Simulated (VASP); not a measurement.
# TiAl (P4/mmm) in VASP: further runs, part 2 of 2

VASP 6.6.1.

### Step 4. Relaxation of cell and atoms, PBE, target pressure 40 GPa, at which the enthalpy is minimised

This run uses another cell than the first one, of 13.09 Å³/atom.

The input, INCAR:

```
SYSTEM = TiAl
PREC     = Accurate       ! precision mode
ENCUT    = 600            ! plane-wave cutoff, eV
EDIFF    = 1E-6           ! SCF threshold, eV
ISMEAR   = 0              ! smearing method
SIGMA    = 0.1            ! smearing width, eV
LREAL    = .False.        ! projectors in reciprocal space
LASPH    = .True.         ! aspherical terms in the spheres
NELM     = 60             ! most SCF steps
ALGO     = Fast           ! electronic algorithm
ISIF     = 3              ! what is computed and relaxed
LWAVE    = .False.        ! write WAVECAR
LCHARG   = .False.        ! write CHGCAR
GGA      = PE             ! functional
IBRION   = 2              ! ionic algorithm
NSW      = 70             ! ionic steps
EDIFFG   = -0.008         ! ionic threshold
PSTRESS  = 400.0
```

The input, KPOINTS:

```
regular mesh
0
Gamma
  16 16 12
  0 0 0
```

The input, POSCAR:

```
TiAl
1.0
    2.6284054606      0.0000000000      0.0000000000
    0.0000000000      2.6284054606      0.0000000000
    0.0000000000      0.0000000000      3.7888068083
Ti Al
1 1
Direct
    0.5000000000      0.5000000000      0.5000000000
    0.0000000000      0.0000000000      0.0000000000
```

Potentials or basis: VASP PAW PBE potentials, release 64 (Ti_sv, Al).

Started as:

```
cat potpaw_PBE.64/Ti_sv/POTCAR potpaw_PBE.64/Al/POTCAR > POTCAR
mpirun -np 1 vasp_std > vasp.out
```

OUTCAR:

```text
SYSTEM = TiAl
   PREC = Accurate
   ENCUT = 600
   EDIFF = 1E-6
   ISMEAR = 0
   LREAL = .False.
   LASPH = .True.
   NELM = 60
   ISIF = 3
   GGA = PE
   IBRION = 2
   NSW = 70
   EDIFFG = -0.008
   PSTRESS = 400.0

 ion  position               nearest neighbor table
   1  0.500  0.500  0.500-   2 2.65   2 2.65   2 2.65   2 2.65   2 2.65   2 2.65   2 2.65   2 2.65

   2  0.000  0.000  0.000-   1 2.65   1 2.65   1 2.65   1 2.65   1 2.65   1 2.65   1 2.65   1 2.65

  LATTYP: Found a simple tetragonal cell.
 ALAT       =     2.6284054606
 C/A-ratio  =     1.4414849098

  Lattice vectors:

 A1 = (   2.6284054606,   0.0000000000,   0.0000000000)
 A2 = (   0.0000000000,   2.6284054606,   0.0000000000)
 A3 = (   0.0000000000,   0.0000000000,   3.7888068083)

Analysis of symmetry for initial positions (statically):
=====================================================================
 Subroutine PRICEL returns:
 Original cell was already a primitive cell.

 Routine SETGRP: Setting up the symmetry group for a
 simple tetragonal supercell.

 Subroutine GETGRP returns: Found 16 space group operations
 (whereof 16 operations were pure point group operations)
 out of a pool of 16 trial point group operations.

The static configuration has the point symmetry D_4h.

Analysis of symmetry for dynamics (positions and initial velocities):
=====================================================================
 Subroutine PRICEL returns:
 Original cell was already a primitive cell.

 Routine SETGRP: Setting up the symmetry group for a
 simple tetragonal supercell.

 Subroutine GETGRP returns: Found 16 space group operations
 (whereof 16 operations were pure point group operations)
 out of a pool of 16 trial point group operations.

The dynamic configuration has the point symmetry D_4h.

 Subroutine INISYM returns: Found 16 space group operations
 (whereof 16 operations are pure point group operations),
 and found     1 'primitive' translations

----------------------------------------------------------------------------------------

                                     Primitive cell

  volume of cell :      26.1750

  direct lattice vectors                    reciprocal lattice vectors
     2.628405461  0.000000000  0.000000000     0.380458805  0.000000000  0.000000000
     0.000000000  2.628405461  0.000000000     0.000000000  0.380458805  0.000000000
     0.000000000  0.000000000  3.788806808     0.000000000  0.000000000  0.263935337

  length of vectors
     2.628405461  2.628405461  3.788806808     0.380458805  0.380458805  0.263935337

  position of ions in fractional coordinates (direct lattice)
     0.500000000  0.500000000  0.500000000
     0.000000000  0.000000000  0.000000000

  ion indices of the primitive-cell ions
   primitive index   ion index
                 1           1
                 2           2

----------------------------------------------------------------------------------------

 KPOINTS: regular mesh

Automatic generation of k-mesh.
 Grid dimensions read from file:
 generate k-points for:   16   16   12

 Generating k-lattice:

  Cartesian coordinates                     Fractional coordinates (reciprocal lattice)
     0.023778675  0.000000000  0.000000000     0.062500000  0.000000000  0.000000000
     0.000000000  0.023778675  0.000000000     0.000000000  0.062500000  0.000000000
     0.000000000  0.000000000  0.021994611     0.000000000  0.000000000  0.083333333

  Length of vectors
[... 50 lines left out ...]
   LNONCOLLINEAR =      F non collinear calculations
   LSORBIT =      F    spin-orbit coupling
   LASPH  =      T    aspherical Exc in radial PAW
   ENCUT  =  600.0 eV  44.10 Ry    6.64 a.u.   5.25  5.25  7.57*2*pi/ulx,y,z
   NELM   =     60;   NELMIN=  2; NELMDL= -5     # of ELM steps
   EDIFF  = 0.1E-05   stopping-criterion for ELM
   LREAL  =      F    real-space projection
   EDIFFG = -.8E-02   stopping-criterion for IOM
   NSW    =     70    number of steps for IOM
   IBRION =      2    ionic relax: 0-MD 1-quasi-New 2-CG
   NFREE  =      1    steps in history (QN), initial steepest desc. (CG)
   ISIF   =      3    stress and relaxation
   ISYM   =      2    0-nonsym 1-usesym 2-fastsym
   POTIM  = 0.5000    time-step for ionic-motion
   TEBEG  =    0.0;   TEEND  =   0.0 temperature during run
   PSTRESS=  400.0 pullay stress
   NELECT =      15.0000    total number of electrons
   NUPDOWN=      -1.0000    fix difference up-down
   EMIN   =  10.00;   EMAX   =-10.00  energy-range for DOS
   EFERMI =   0.00;   METHOD = LEGACY
   ISMEAR =     0;   SIGMA  =   0.10  broadening in eV -4-tet -1-fermi 0-gaus
   EFERMI_NEDOS =   21; number of points for ismear=-14 and -15
   IALGO  =     68    algorithm
   IMIX   =      4    mixing-type and parameters
     AMIX     =   0.40;   BMIX     =  1.00
     AMIX_MAG =   1.60;   BMIX_MAG =  1.00
  volume/ion in A,a.u.               =      13.09        88.32
  Fermi-wavevector in a.u.,A,eV,Ry     =   1.359804  2.569656 25.158068  1.849066
  Thomas-Fermi vector in A             =   2.486520
   LORBIT       =      0    0 simple, 1 ext, 2 COOP (PROOUT), +10 PAW based schemes
   GGA     = PE    functional components
   LHFCALC =     F    Hartree Fock is set to
   AEXX    =    0.0000 exact exchange contribution
   IVDW    =     0    specifies the selected vdW correction
   LEPSILON=     F    determine dielectric tensor
   LRPA    =     F    only Hartree local field effects (RPA)
 conjugate gradient relaxation of ions
 non-spin polarized calculation
 RMM-DIIS sequential band-by-band and
 Gauss-broadening in eV      SIGMA  =   0.10
  energy-cutoff  :      600.00
  volume of cell :       26.18
 maximum number of plane-waves:       892
 NGX is ok and might be reduce to    24
   NGX = 11   NGY = 11   NGZ = 15

--------------------------------------- Ionic step        1  -------------------------------------------

 number of electron      15.0000001 magnetization

 Free energy of the ion-electron system (eV)
  ---------------------------------------------------
  ext. energy  EPLUGINS =         0.00000000
  ---------------------------------------------------
  free energy    TOTEN  =       -11.78788403 eV

  energy without entropy =      -11.77980361  energy(sigma->0) =      -11.78384382

------------------------ aborting loop because EDIFF is reached ----------------------------------------

  FORCE on cell =-STRESS in cart. coord.  units (eV):
  Direction    XX          YY          ZZ          XY          YZ          ZX
  --------------------------------------------------------------------------------------
  -------------------------------------------------------------------------------------
  Total        6.0159069      6.0159069      5.9808544      0.0000000     -0.0000000      0.0000000
  in kB      368.2345244    368.2345244    366.0889580      0.0000000     -0.0000000      0.0000000
  external PRESSURE =     -32.4806644 kB  Pullay stress =     400.0000000 kB
[... 291 lines left out ...]
--------------------------------------- Ionic step        9  -------------------------------------------

 number of electron      15.0000000 magnetization

 Free energy of the ion-electron system (eV)
  ---------------------------------------------------
  ext. energy  EPLUGINS =         0.00000000
  ---------------------------------------------------
  free energy    TOTEN  =       -11.70719156 eV

  energy without entropy =      -11.69897896  energy(sigma->0) =      -11.70308526

 E-fermi :  10.8965     XC(G=0): -12.0504

 val. band max:       10.8827228251   @ k =   0.3750   0.1875   0.0000
 cond. band min:      10.8984979227   @ k =   0.4375   0.1250   0.1667
 fundamental gap:      0.0157750976
 Fermi energy:        10.8964679704

 k-point     1 :       0.0000    0.0000    0.0000
  band No.  band energies     occupation
      1     -45.2423      2.00000
      2     -21.6804      2.00000
      3     -21.0001      2.00000
      4     -21.0001      2.00000
      5       0.8128      2.00000
      6       8.5337      2.00000
      7       9.6769      2.00000
      8      11.0162      0.09035
      9      13.6665      0.00000
     10      13.6665      0.00000
     11      15.2002      0.00000
[... 309 lines left out ...]
 k-point    24 :       0.5000    0.1250    0.0000
  band No.  band energies     occupation
      1     -45.0868      2.00000
      2     -21.9234      2.00000
      3     -21.5372      2.00000
      4     -21.0476      2.00000
      5       6.0022      2.00000
      6       6.4349      2.00000
      7       8.9228      2.00000
      8      10.9877      0.19675
      9      12.2771      0.00000
     10      13.1535      0.00000
     11      16.5450      0.00000

 [... further k-points ...]

------------------------ aborting loop because EDIFF is reached ----------------------------------------

  FORCE on cell =-STRESS in cart. coord.  units (eV):
  Direction    XX          YY          ZZ          XY          YZ          ZX
  --------------------------------------------------------------------------------------
  -------------------------------------------------------------------------------------
  Total        6.4355087      6.4355087      6.4422065      0.0000000      0.0000000      0.0000000
  in kB      399.0642671    399.0642671    399.4795962      0.0000000      0.0000000      0.0000000
  external PRESSURE =      -0.7972899 kB  Pullay stress =     400.0000000 kB
[... 21 lines left out ...]
  energy  without entropy=      -11.6989789607  energy(sigma->0) =      -11.70308526

  enthalpy is  TOTEN    =        -5.2565927716 eV   P V=        6.4505987859

 reached required accuracy - stopping structural energy minimisation
```

It took 13 min on 1 thread of Intel Xeon 8259CL, shared host; peak memory 0.27 GiB.

Results:

| Quantity | Value |
| --- | --- |
| Free energy | -11.7072 eV |
| Relaxed volume | 12.92 Å³/atom |
| Relaxed cell | a = 2.623 Å, b = 2.623 Å, c = 3.756 Å, α = 90.00°, β = 90.00°, γ = 90.00° |
| Space group after relaxing (to 0.1 Å) | P4/mmm (No. 123) |
| Energy change on relaxing (the run minimises the enthalpy) | +40.3 meV/atom |
| Ionic steps | 9 |
| Pressure after relaxing | 39.9 GPa |
| Band gap on the k mesh | zero (an odd number of electrons rules out a gap without spin polarisation) |

The path:
```tsv
step	energy change (eV)	largest force (eV/Å)	pressure (GPa)	volume (Å³)
1	0.0000	0.0000	36.75	26.18
2	0.2573	0.0000	46.56	25.18
3	0.0815	0.0000	40.01	25.83
4	0.0798	0.0000	39.95	25.84
5	0.0799	0.0000	39.90	25.84
6	0.0803	0.0000	39.89	25.84
7	0.0805	0.0000	39.89	25.84
8	0.0809	0.0000	39.89	25.84
9	0.0807	0.0000	39.92	25.84
```

Final structure:
```cif
data_structure
_symmetry_space_group_name_H-M 'P 1'
_symmetry_Int_Tables_number 1
_cell_length_a 2.6227
_cell_length_b 2.6227
_cell_length_c 3.7562
_cell_angle_alpha 90.000
_cell_angle_beta 90.000
_cell_angle_gamma 90.000
_cell_volume 25.84
loop_
_atom_site_label
_atom_site_type_symbol
_atom_site_fract_x
_atom_site_fract_y
_atom_site_fract_z
_atom_site_occupancy
Ti1 Ti 0.50000 0.50000 0.50000 1
Al1 Al 0.00000 0.00000 0.00000 1
```

Caveat: the cell is relaxed towards a set pressure, so the run minimises the enthalpy, not the energy.

### Step 5. Relaxation of cell and atoms, PBE, target pressure 20 GPa, at which the enthalpy is minimised

This run uses another cell than the first one, of 14.15 Å³/atom.

The input, INCAR:

```
PREC = Accurate
ENCUT = 600
EDIFF = 1E-6
ISMEAR = 0
SIGMA = 0.1
LREAL = F
LASPH = T
NELM = 80
ALGO = Fast
ISIF = 3
LWAVE = F
LCHARG = F
GGA = PE
IBRION = 2
NSW = 70
EDIFFG = -0.008
PSTRESS = 200.0
```

The input, KPOINTS:

```
Automatic mesh
0
Gamma
  16 16 12
```

The input, POSCAR:

```
TiAl
1.0
    2.6959535204      0.0000000000      0.0000000000
    0.0000000000      2.6959535204      0.0000000000
    0.0000000000      0.0000000000      3.8927434617
Ti Al
1 1
Direct
    0.5000000000      0.5000000000      0.5000000000
    0.0000000000      0.0000000000      0.0000000000
```

Started as:

```
cat potpaw_PBE.64/Ti_sv/POTCAR potpaw_PBE.64/Al/POTCAR > POTCAR
mpirun -np 1 vasp_std > vasp.out
```

Wall time 9.2 min (1 thread of Intel Xeon 8259CL, shared host); peak memory 0.28 GiB.

It converged, with:

| Quantity | Value |
| --- | --- |
| Free energy | -12.1647 eV |
| Relaxed volume | 14.17 Å³/atom |
| Relaxed cell | a = 2.698 Å, b = 2.698 Å, c = 3.892 Å, α = 90.00°, β = 90.00°, γ = 90.00° |
| Space group after relaxing (to 0.1 Å) | P4/mmm (No. 123) |
| Energy change on relaxing (the run minimises the enthalpy) | -2.5 meV/atom |
| Ionic steps | 7 |
| Pressure after relaxing | 20.0 GPa |
| Band gap on the k mesh | zero (an odd number of electrons rules out a gap without spin polarisation) |

Stress tensor (GPa, compression positive):
```
20.04  0.00  0.00
 0.00 20.04  0.00
 0.00  0.00 19.96
```

Step by step:
```
step  energy change (eV)  largest force (eV/Å)  pressure (GPa)  volume (Å³)
   1              0.0000                0.0000           20.26        28.29
   2             -0.0119                0.0000           19.63        28.39
   3             -0.0061                0.0000           19.92        28.34
   4             -0.0052                0.0000           19.96        28.33
   5             -0.0049                0.0000           19.99        28.33
   6             -0.0051                0.0000           19.97        28.33
   7             -0.0049                0.0000           20.01        28.33
```

Final structure:
```yaml
crystal:
  lattice:
    - [2.69815, 0.00000, 0.00000]
    - [0.00000, 2.69815, 0.00000]
    - [0.00000, 0.00000, 3.89178]
  atoms:
    - { symbol: Ti, position: [0.50000, 0.50000, 0.50000] }
    - { symbol: Al, position: [0.00000, 0.00000, 0.00000] }
```

Levels at points of the mesh, in eV from the Fermi level:
```csv
k point,band 6,band 7,band 8,band 9,band 10,band 11
"(0.00, 0.00, 0.00)",-2.15,-1.04,-0.16,2.53,2.53,3.89
"(0.50, 0.00, 0.00)",-4.59,-1.98,-0.30,2.00,2.97,5.14
"(0.50, 0.50, 0.00)",-0.58,-0.35,-0.35,-0.34,-0.34,4.99
"(0.00, 0.00, 0.50)",-5.55,-0.83,0.72,2.12,2.12,3.91
"(0.50, 0.00, 0.50)",-3.15,-1.24,-0.99,1.59,2.05,2.69
"(0.50, 0.50, 0.50)",-2.58,-2.58,2.53,2.60,2.76,4.80
```

Caveat: the cell is relaxed towards a set pressure, so the run minimises the enthalpy, not the energy.

### Step 6. Overview

```tsv
task	cell	k mesh	cutoff (eV)	gap on the mesh (eV)	pressure (GPa)
relaxation of cell and atoms	relaxed to -2 GPa from a = 2.840, b = 2.840, c = 4.104 Å, 2 atoms, atomic positions A	14 × 14 × 10	600	none	-1.9
single point	a = 6.963 Å, angles 108.3, 110.1, 110.1°, 16 atoms, atomic positions B	5 × 5 × 5	520	none	-0.1
relaxation of cell and atoms	relaxed to 40 GPa from a = 2.628, b = 2.628, c = 3.789 Å, 2 atoms, atomic positions A	16 × 16 × 12	600	none	39.9
relaxation of cell and atoms	relaxed to 20 GPa from a = 2.696, b = 2.696, c = 3.893 Å, 2 atoms, atomic positions A	16 × 16 × 12	600	none	20.0
```

Alike in all rows: level PBE; potentials or basis VASP PAW PBE potentials, release 64 (Ti_sv, Al); no spin polarisation; smearing gaussian 0.1 eV.

Caveats: the cell is relaxed towards a set pressure, so the run minimises the enthalpy, not the energy (at least some runs).

Total energies depend on the potentials used, so only differences within one code and one set of settings carry meaning.
